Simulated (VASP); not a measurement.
# BN (hexagonal boron nitride) (P6_3/mmc) in VASP: a series of runs, part 2 of 2

VASP 6.6.1. Earlier steps stand in the parts before.

### Step 3. Vibrations by perturbation theory, PBE

This run uses another cell than the first one, of 11.71 Å³/atom, 1.295 times its volume.

File INCAR:

```
SYSTEM = BN
PREC     = Accurate       ! precision mode
ENCUT    = 600            ! plane-wave cutoff, eV
EDIFF    = 1E-8           ! SCF threshold, eV
ISMEAR   = 0              ! smearing method
SIGMA    = 0.01           ! smearing width, eV
LREAL    = .FALSE.        ! projectors in reciprocal space
LASPH    = .TRUE.         ! aspherical terms in the spheres
NELM     = 120            ! most SCF steps
ALGO     = Normal         ! electronic algorithm
ISIF     = 2              ! what is computed and relaxed
LWAVE    = .FALSE.        ! write WAVECAR
LCHARG   = .FALSE.        ! write CHGCAR
GGA      = PE             ! functional
IBRION   = 8              ! ionic algorithm
NSW      = 1              ! ionic steps
GGA_COMPAT= .FALSE.
```

File KPOINTS:

```
regular mesh
0
G
  12 12 4
  0 0 0
```

File POSCAR:

```
BN
1.0
    2.5122280394      0.0000000000      0.0000000000
   -1.2561140197      2.1756533022      0.0000000000
    0.0000000000      0.0000000000      8.5698444833
B N
2 2
Direct
    0.3333333333      0.6666666667      0.2500000000
    0.6666666667      0.3333333333      0.7500000000
    0.6666666667      0.3333333333      0.2500000000
    0.3333333333      0.6666666667      0.7500000000
```

Potentials or basis: VASP PAW PBE potentials, release 64 (B, N).

Command:

```bash
cat potpaw_PBE.64/B/POTCAR potpaw_PBE.64/N/POTCAR > POTCAR
mpirun -np 1 vasp_std > vasp.out
```

OUTCAR:

```text
SYSTEM = BN
   PREC = Accurate
   ENCUT = 600
   EDIFF = 1E-8
   ISMEAR = 0
   LREAL = .FALSE.
   LASPH = .TRUE.
   NELM = 120
   ISIF = 2
   GGA = PE
   IBRION = 8
   NSW = 1

 ion  position               nearest neighbor table
   1  0.333  0.667  0.250-   3 1.45   3 1.45   3 1.45
   2  0.667  0.333  0.750-   4 1.45   4 1.45   4 1.45
   3  0.667  0.333  0.250-   1 1.45   1 1.45   1 1.45
   4  0.333  0.667  0.750-   2 1.45   2 1.45   2 1.45

  LATTYP: Found a hexagonal cell.
 ALAT       =     2.5122280394
 C/A-ratio  =     3.4112526207

  Lattice vectors:

[... 626 lines left out ...]
  1Y     0.000000  -40.318212    0.000000    0.000000    0.015612    0.000000    0.000000   40.316646    0.000000    0.000000   -0.014047    0.000000
  1Z     0.000000   -0.000000  -13.988455   -0.000000    0.000000    0.436683    0.000000    0.000000   13.982373    0.000000    0.000000   -0.430601
  2X     0.015612    0.000000    0.000000  -40.318212    0.000000    0.000000   -0.014047   -0.000000    0.000000   40.316646    0.000000    0.000000
  2Y     0.000000    0.015612    0.000000    0.000000  -40.318212    0.000000    0.000000   -0.014047    0.000000    0.000000   40.316646    0.000000
  2Z    -0.000000    0.000000    0.436683    0.000000   -0.000000  -13.988455    0.000000    0.000000   -0.430601    0.000000    0.000000   13.982373
  3X    40.300520    0.000000    0.000000   -0.015820    0.000000    0.000000  -40.300161    0.000000    0.000000    0.015461    0.000000    0.000000
  3Y     0.000000   40.300520    0.000000    0.000000   -0.015820    0.000000    0.000000  -40.300161    0.000000    0.000000    0.015461    0.000000
  3Z     0.000000    0.000000   13.982303    0.000000   -0.000000   -0.429233    0.000000   -0.000000  -13.999417    0.000000    0.000000    0.446346
  4X    -0.015820    0.000000    0.000000   40.300520    0.000000    0.000000    0.015461    0.000000    0.000000  -40.300161    0.000000    0.000000
  4Y     0.000000   -0.015820    0.000000    0.000000   40.300520    0.000000    0.000000    0.015461    0.000000    0.000000  -40.300161    0.000000
  4Z     0.000000   -0.000000   -0.429233    0.000000    0.000000   13.982303    0.000000    0.000000    0.446346    0.000000   -0.000000  -13.999417

 Eigenvectors and eigenvalues of the dynamical matrix
 ----------------------------------------------------

   1 f  =   40.193697 THz   252.544447 2PiTHz 1340.717420 cm-1   166.227700 meV
             X         Y         Z           dx          dy          dz
     -0.000000  1.450436  2.142461    -0.531223    0.000001    0.000000
      1.256114  0.725218  6.427383     0.531223   -0.000001   -0.000000
      1.256114  0.725218  2.142461     0.466692   -0.000001   -0.000000
     -0.000000  1.450436  6.427383    -0.466692    0.000001    0.000000
[... 71 lines left out ...]
  12 f/i=    0.004425 THz     0.027804 2PiTHz    0.147605 cm-1     0.018301 meV
             X         Y         Z           dx          dy          dz
     -0.000000  1.450436  2.142461    -0.461911   -0.066648    0.000000
      1.256114  0.725218  6.427383    -0.461911   -0.066648    0.000000
      1.256114  0.725218  2.142461    -0.525777   -0.075863    0.000000
     -0.000000  1.450436  6.427383    -0.525777   -0.075863    0.000000

--------------------------------------------------------------------------------------------------------

 ELASTIC MODULI CONTR FROM IONIC RELAXATION (kBar)
 Direction    XX          YY          ZZ          XY          YZ          ZX
 --------------------------------------------------------------------------------
 XX       -1759.6426   1759.6426     -0.0000      0.0000     -0.0000      0.0000
 YY        1759.6426  -1759.6426      0.0000     -0.0000      0.0000      0.0000
 ZZ          -0.0000      0.0000     -0.0000      0.0000      0.0000      0.0000
 XY           0.0000     -0.0000      0.0000  -1759.6426     -0.0000      0.0000
 YZ          -0.0000      0.0000      0.0000     -0.0000     -0.0000      0.0000
 ZX           0.0000      0.0000      0.0000      0.0000      0.0000      0.0000
 --------------------------------------------------------------------------------
```

OSZICAR:

```text
N       E                     dE             d eps       ncg     rms          rms(c)
DAV:   1     0.871834845429E+02    0.87183E+02   -0.86234E+03  1368   0.133E+03
DAV:   2    -0.320686069708E+02   -0.11925E+03   -0.10700E+03  2056   0.286E+02
DAV:   3    -0.388500536960E+02   -0.67814E+01   -0.67326E+01  1712   0.743E+01
DAV:   4    -0.389493804990E+02   -0.99327E-01   -0.99225E-01  1712   0.950E+00
[... 77 lines left out ...]
RMM:  10    -0.273649258762E+00    0.36884E-06   -0.17207E-07  2858   0.212E-04    0.130E-05
RMM:  11    -0.273649481692E+00   -0.22293E-06   -0.30885E-07  2852   0.180E-04    0.196E-06
RMM:  12    -0.273649458341E+00    0.23351E-07   -0.33058E-07  3012   0.155E-04    0.824E-07
RMM:  13    -0.273649449267E+00    0.90732E-08   -0.31563E-07  2539   0.150E-04    0.226E-07
RMM:  14    -0.273649445528E+00    0.37397E-08   -0.31915E-07  2158   0.149E-04    0.579E-08
 Linear response finished
```

stdout:

```text
POSCAR found type information on POSCAR B N
 POSCAR found :  2 types and       4 ions
 scaLAPACK will be used
 LDA part: xc-table for (Slater+PW92), standard interpolation
 POSCAR, INCAR and KPOINTS ok, starting setup
 FFT: planning ... GRIDC
 FFT: planning ... GRID_SOFT
 FFT: planning ... GRID
 WAVECAR not read
 entering main loop
 Linear response reoptimize wavefunctions to high precision
 Linear response DOF=           4
 Linear response progress:
 first order change of Fermi-energy   0.12871E+00
 force on displaced ion       1 direction 1 : -40.318   0.004   0.000
 Linear response progress:
 first order change of Fermi-energy  -0.40825E-03
 force on displaced ion       1 direction 3 :  -0.000   0.000 -13.988
 Linear response progress:
 first order change of Fermi-energy  -0.11800E+00
 force on displaced ion       3 direction 1 : -40.300   0.007   0.000
 Linear response progress:
 first order change of Fermi-energy  -0.28581E-03
 force on displaced ion       3 direction 3 :  -0.000   0.000 -13.999
 Linear response finished
```

Run time: 5.1 min. Hardware: 1 thread of Intel Xeon Platinum 8559C (Emerald Rapids), shared host; peak memory 0.43 GiB.

What came out:

```
Highest phonon frequency at Γ, LO-TO splitting left out : 1341 cm⁻¹
```

Phonon frequencies in cm⁻¹ (negative: imaginary):
```csv
q point,frequencies
"(0.000, 0.000, 0.000)",0 0 0 5 5 23 777 802 1340 1340 1341 1341
```

Caveat: this functional lacks dispersion, which binds the layers, so the pressure and a relaxed spacing across them are unreliable.
